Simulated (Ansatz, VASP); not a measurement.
## CsSnBr3 in VASP and in Ansatz

INCAR

```
SYSTEM = CsSnBr3
  PREC = Accurate
  ENCUT = 500
  EDIFF = 1E-6
  ISMEAR = 0
  SIGMA = 0.01
  LREAL = .False.
  LASPH = .True.
  NELM = 120
  ALGO = Normal
  ISIF = 2
  LWAVE = .False.
  LCHARG = .True.
  LELF = .True.
  LVHAR = .True.
  NBANDS = 30
  GGA_COMPAT = .False.
```

The input KPOINTS:

```
Automatic mesh
0
Gamma
  3 3 3
  0 0 0
```

The input POSCAR:

```
CsSnBr3
1.0
    5.8390060000      0.0000000000      0.0000000000
    0.0000000000      5.8390060000      0.0000000000
    0.0000000000      0.0000000000      5.8390060000
Cs Sn Br
1 1 3
Direct
    0.0000000000      0.0000000000      0.0000000000
    0.5000000000      0.5000000000      0.5000000000
    0.5000000000      0.0000000000      0.5000000000
    0.5000000000      0.5000000000      0.0000000000
    0.0000000000      0.5000000000      0.5000000000
```

Input for Ansatz:

```yaml
crystal:
  lattice:
    - [5.839006, 0.0, 0.0]
    - [0.0, 5.839006, 0.0]
    - [0.0, 0.0, 5.839006]
  atoms:
    - { symbol: Cs, position: [0.0, 0.0, 0.0] }
    - { symbol: Sn, position: [0.5, 0.5, 0.5] }
    - { symbol: Br, position: [0.5, 0.0, 0.5] }
    - { symbol: Br, position: [0.5, 0.5, 0.0] }
    - { symbol: Br, position: [0.0, 0.5, 0.5] }
basis:
  ecutwfc: 450.0
kpoints:
  mp_grid:
    grid: [3, 3, 3]
hamiltonian:
  xc: lda
scf:
  occupations:
    method: fixed
output:
  stress: true
```

Alike in both runs: task single point; functional LDA; k mesh 3 × 3 × 3; no spin polarisation.

|  | VASP | Ansatz |
| --- | --- | --- |
| version | VASP 6.6.1 | Ansatz 0.2.0 |
| potentials or method | VASP PAW LDA potentials, release 64 (Cs_sv, Sn_d, Br), cutoff 500 eV | plane waves, PAW |
| occupations | gaussian, width 0.01 eV | fixed |
| valence electrons in the cell | 44 | 44 |

|  | VASP | Ansatz | Ansatz less VASP |
| --- | --- | --- | --- |
| pressure (GPa) | -2.3 | -2.3 | -0.02 |

LDA's correlation is that of Perdew and Zunger in VASP and of Perdew and Wang (1992) in Ansatz.

Spin-orbit coupling is off throughout.
